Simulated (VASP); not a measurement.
# CoNiO2 (P4/mmm) in VASP: settings compared, part 2 of 2

VASP 6.6.1. The steps go on from the part before.

## (4) Single point, PBEsol, non-collinear spin, typed start

This run uses another cell than the first one, of 9.59 Å³/atom.

File INCAR:

```
PREC = Accurate
ENCUT = 520
EDIFF = 1E-7
ISMEAR = -1
SIGMA = 0.05
LREAL = F
LASPH = T
NELM = 150
ALGO = Fast
ISIF = 2
LWAVE = F
LCHARG = F
LNONCOLLINEAR = T
MAGMOM = -0.218 -0.046 -0.642 0.56 -0.861 0.08 0 0 0 0 0 0
LORBIT = 11
LMAXMIX = 4
GGA = PS
NBANDS = 45
```

File KPOINTS:

```
Automatic mesh
0
Gamma
  6 6 5
```

File POSCAR:

```
CoNiO2
1.0
    3.0143330000      0.0000000000      0.0000000000
    0.0000000000      3.0143330000      0.0000000000
    0.0000000000      0.0000000000      4.2222850000
Ni Co O
1 1 2
Direct
    0.0000000000      0.0000000000      0.0000000000
    0.5000000000      0.5000000000      0.5000000000
    0.0000000000      0.0000000000      0.5000000000
    0.5000000000      0.5000000000      0.0000000000
```

Potentials or basis: VASP PAW PBE potentials, release 64 (Ni, Co, O).

Started as:

```bash
$ cat potpaw_PBE.64/Ni/POTCAR potpaw_PBE.64/Co/POTCAR potpaw_PBE.64/O/POTCAR > POTCAR
$ mpirun -np 1 vasp_ncl > vasp.out
```

OUTCAR:

```text
PREC = Accurate
   ENCUT = 520
   EDIFF = 1E-7
   ISMEAR = -1
   LREAL = F
   LASPH = T
   NELM = 150
   ISIF = 2
   LNONCOLLINEAR = T
   LORBIT = 11
   GGA = PS

 ion  position               nearest neighbor table
   1  0.000  0.000  0.000-   3 2.11   3 2.11   4 2.13   4 2.13   4 2.13   4 2.13   2 3.00   2 3.00
                             2 3.00   2 3.00   2 3.00   2 3.00   2 3.00   2 3.00
   2  0.500  0.500  0.500-   4 2.11   4 2.11   3 2.13   3 2.13   3 2.13   3 2.13   1 3.00   1 3.00
                             1 3.00   1 3.00   1 3.00   1 3.00   1 3.00   1 3.00
   3  0.000  0.000  0.500-   1 2.11   1 2.11   2 2.13   2 2.13   2 2.13   2 2.13
   4  0.500  0.500  0.000-   2 2.11   2 2.11   1 2.13   1 2.13   1 2.13   1 2.13

  LATTYP: Found a simple tetragonal cell.
 ALAT       =     3.0143330000
 C/A-ratio  =     1.4007360832

  Lattice vectors:

 A1 = (   3.0143330000,   0.0000000000,   0.0000000000)
 A2 = (   0.0000000000,   3.0143330000,   0.0000000000)
 A3 = (   0.0000000000,   0.0000000000,   4.2222850000)

Analysis of symmetry for initial positions (statically):
=====================================================================
 Subroutine PRICEL returns:
 Original cell was already a primitive cell.

 Routine SETGRP: Setting up the symmetry group for a
 simple tetragonal supercell.

 Subroutine GETGRP returns: Found 16 space group operations
 (whereof 16 operations were pure point group operations)
 out of a pool of 16 trial point group operations.

The static configuration has the point symmetry D_4h.

Analysis of symmetry for dynamics (positions and initial velocities):
=====================================================================
 Subroutine PRICEL returns:
 Original cell was already a primitive cell.

 Routine SETGRP: Setting up the symmetry group for a
 simple tetragonal supercell.

 Subroutine GETGRP returns: Found 16 space group operations
 (whereof 16 operations were pure point group operations)
 out of a pool of 16 trial point group operations.

The dynamic configuration has the point symmetry D_4h.

Analysis of structural, dynamic, and magnetic symmetry:
=====================================================================
 Subroutine PRICEL returns:
 Original cell was already a primitive cell.

 Routine SETGRP: Setting up the symmetry group for a
 simple tetragonal supercell.

 Subroutine GETGRP returns: Found  2 space group operations
 (whereof  2 operations were pure point group operations)
 out of a pool of 16 trial point group operations.

The overall configuration has the point symmetry S_2 .

 Subroutine INISYM returns: Found  2 space group operations
 (whereof  2 operations are pure point group operations),
 and found     1 'primitive' translations

----------------------------------------------------------------------------------------

                                     Primitive cell

  volume of cell :      38.3645

  direct lattice vectors                    reciprocal lattice vectors
     3.014333000  0.000000000  0.000000000     0.331748350  0.000000000  0.000000000
     0.000000000  3.014333000  0.000000000     0.000000000  0.331748350  0.000000000
     0.000000000  0.000000000  4.222285000     0.000000000  0.000000000  0.236838584

[... 96 lines left out ...]
   TEBEG  =    0.0;   TEEND  =   0.0 temperature during run
   PSTRESS=    0.0 pullay stress
   NELECT =      31.0000    total number of electrons
   NUPDOWN=      -1.0000    fix difference up-down
   EMIN   =  10.00;   EMAX   =-10.00  energy-range for DOS
   EFERMI =   0.00;   METHOD = LEGACY
   ISMEAR =    -1;   SIGMA  =   0.05  broadening in eV -4-tet -1-fermi 0-gaus
   EFERMI_NEDOS =   21; number of points for ismear=-14 and -15
   IALGO  =     68    algorithm
   IMIX   =      4    mixing-type and parameters
     AMIX     =   0.40;   BMIX     =  1.00
     AMIX_MAG =   1.60;   BMIX_MAG =  1.00
  volume/ion in A,a.u.               =       9.59        64.72
  Fermi-wavevector in a.u.,A,eV,Ry     =   1.524821  2.881493 31.634602  2.325078
  Thomas-Fermi vector in A             =   2.633075
   LORBIT       =     11    0 simple, 1 ext, 2 COOP (PROOUT), +10 PAW based schemes
   GGA     = PS    functional components
   LHFCALC =     F    Hartree Fock is set to
   AEXX    =    0.0000 exact exchange contribution
   IVDW    =     0    specifies the selected vdW correction
   LEPSILON=     F    determine dielectric tensor
   LRPA    =     F    only Hartree local field effects (RPA)
 RMM-DIIS sequential band-by-band and
  energy-cutoff  :      520.00
  volume of cell :       38.36
 maximum number of plane-waves:      2110
 NGX is ok and might be reduce to    24
   NGX = 11   NGY = 11   NGZ = 15

 number of electron      30.9999976 magnetization       1.9191911     -3.6379829     -0.8372908

 Free energy of the ion-electron system (eV)
  ---------------------------------------------------
  ext. energy  EPLUGINS =         0.00000000
  ---------------------------------------------------
  free energy    TOTEN  =       -26.24807929 eV

  energy without entropy =      -26.18754480  energy(sigma->0) =      -26.21781204

 E-fermi :   7.4216     XC(G=0): -12.6721

 val. band max:        7.4207843623   @ k =  -0.1667   0.1667   0.2000
 cond. band min:       7.4302498017   @ k =  -0.1667   0.5000   0.0000
 fundamental gap:      0.0094654394
 Fermi energy:         7.4215747474

 k-point     1 :       0.0000    0.0000    0.0000
  band No.  band energies     occupation
      1     -12.6745      1.00000
      2     -12.2595      1.00000
      3     -11.3490      1.00000
      4     -10.8708      1.00000
      5       0.6611      1.00000
      6       0.9907      1.00000
[... 1093 lines left out ...]
     42      17.6411      0.00000
     43      18.4596      0.00000

 [... further k-points ...]

 [bands above 43 left out]

------------------------ aborting loop because EDIFF is reached ----------------------------------------

  FORCE on cell =-STRESS in cart. coord.  units (eV):
  Direction    XX          YY          ZZ          XY          YZ          ZX
  --------------------------------------------------------------------------------------
  -------------------------------------------------------------------------------------
  Total       -3.2998801     -3.2999863     -3.1323859     -0.0000084     -0.0000095      0.0000019
  in kB     -137.8093676   -137.8138028   -130.8144856     -0.0003498     -0.0003976      0.0000809
  external PRESSURE =    -135.4792187 kB  Pullay stress =       0.0000000 kB

 VOLUME and BASIS-vectors are now :
 -----------------------------------------------------------------------------
  energy-cutoff  :      520.00
  volume of cell :       38.36
      direct lattice vectors                 reciprocal lattice vectors
     3.014333000  0.000000000  0.000000000     0.331748350  0.000000000  0.000000000
     0.000000000  3.014333000  0.000000000     0.000000000  0.331748350  0.000000000
     0.000000000  0.000000000  4.222285000     0.000000000  0.000000000  0.236838584

 POSITION                                       TOTAL-FORCE (eV/Angst)
 -----------------------------------------------------------------------------------
      0.00000      0.00000      0.00000         0.000000      0.000000      0.000000
      1.50717      1.50717      2.11114         0.000000      0.000000      0.000000
      0.00000      0.00000      2.11114         0.000000      0.000000      0.000000
      1.50717      1.50717      0.00000         0.000000      0.000000      0.000000
 -----------------------------------------------------------------------------------
    total drift:                                0.000000     -0.000000     -0.000000

  FREE ENERGIE OF THE ION-ELECTRON SYSTEM (eV)
  ---------------------------------------------------
  free  energy   TOTEN  =       -26.2480792899 eV

  energy  without entropy=      -26.1875447970  energy(sigma->0) =      -26.21781204

 total charge

# of ion       s       p       d       tot
------------------------------------------
    1        0.314   0.368   8.280   8.961
    2        0.299   0.362   7.145   7.806
    3        1.555   3.376   0.000   4.931
    4        1.555   3.364   0.000   4.920
--------------------------------------------------
tot          3.724   7.469  15.425  26.618

 magnetization (x)

# of ion       s       p       d       tot
------------------------------------------
    1        0.006   0.006   0.545   0.556
    2        0.008   0.008   1.086   1.103
    3        0.012   0.099   0.000   0.111
    4        0.011   0.097   0.000   0.109
--------------------------------------------------
tot          0.037   0.211   1.631   1.879

 magnetization (y)

# of ion       s       p       d       tot
------------------------------------------
    1       -0.011  -0.011  -1.033  -1.054
    2       -0.016  -0.016  -2.059  -2.091
    3       -0.022  -0.188   0.000  -0.211
    4       -0.021  -0.185   0.000  -0.206
--------------------------------------------------
tot         -0.070  -0.399  -3.092  -3.561

 magnetization (z)

# of ion       s       p       d       tot
------------------------------------------
    1       -0.002  -0.002  -0.237  -0.242
    2       -0.004  -0.004  -0.474  -0.481
    3       -0.005  -0.043   0.000  -0.048
    4       -0.005  -0.042   0.000  -0.047
--------------------------------------------------
tot         -0.016  -0.092  -0.712  -0.820
```

OSZICAR:

```text
N       E                     dE             d eps       ncg     rms          rms(c)
DAV:   1     0.312287609492E+03    0.31229E+03   -0.13853E+04  8312   0.176E+03
DAV:   2     0.166107425615E+02   -0.29568E+03   -0.27101E+03  8335   0.421E+02
DAV:   3    -0.281886591503E+02   -0.44799E+02   -0.41487E+02  9345   0.174E+02
DAV:   4    -0.303577844922E+02   -0.21691E+01   -0.21239E+01  9757   0.398E+01
[... 38 lines left out ...]
RMM:  43    -0.262480796081E+02    0.14279E-05   -0.12491E-05  9211   0.280E-02    0.278E-03
RMM:  44    -0.262480794166E+02    0.19150E-06   -0.58216E-06  9226   0.190E-02    0.230E-03
RMM:  45    -0.262480792760E+02    0.14060E-06   -0.16840E-06  9107   0.108E-02    0.106E-03
RMM:  46    -0.262480792899E+02   -0.13876E-07   -0.73005E-07  8885   0.670E-03
   1 F= -.26248079E+02 E0= -.26217812E+02  d E =-.605345E-01  mag=     1.9191    -3.6380    -0.8374
```

stdout:

```text
POSCAR found type information on POSCAR NiCoO
 POSCAR found :  3 types and       4 ions
 scaLAPACK will be used
 -----------------------------------------------------------------------------
|                                                                             |
|                                                                             |
|     You enforced a specific xc type in the INCAR file but a different       |
|     I HOPE YOU KNOW WHAT YOU ARE DOING!                                     |
|                                                                             |
 -----------------------------------------------------------------------------

 LDA part: xc-table for (Slater+PW92), standard interpolation
 POSCAR, INCAR and KPOINTS ok, starting setup
 FFT: planning ... GRIDC
 FFT: planning ... GRID_SOFT
 FFT: planning ... GRID
 WAVECAR not read
 entering main loop
```

Wall time 32 min (1 thread of Oxide Virtual Turin-like, shared host); peak memory 0.37 GiB.

Results:

```yaml
Free_energy: -26.2481 eV
Pressure: -13.5 GPa
Band_gap_on_the_k_mesh: zero (bands 31 and 32 overlap by 0.78 eV)
Net_moment: 4.20 μB per cell
Valence_electrons_inside_the_program's_atomic_spheres: Ni 8.96; Co 7.81; O 4.93, 4.92
```

Stress tensor (GPa, compression positive):
```
-13.78   0.00   0.00
  0.00 -13.78   0.00
  0.00   0.00 -13.08
```

Moments on the atoms (μB; x, y, z):
```
Ni   0.56 -1.05 -0.24
Co   1.10 -2.09 -0.48
O    0.11 -0.21 -0.05
O    0.11 -0.21 -0.05
```

Caveat: the cell stands under tension; the PAW data sets were made with another functional, which shifts forces and pressure a little; semilocal functionals often make such compounds metallic where correlation or magnetic order opens a gap, which also shifts bond lengths.
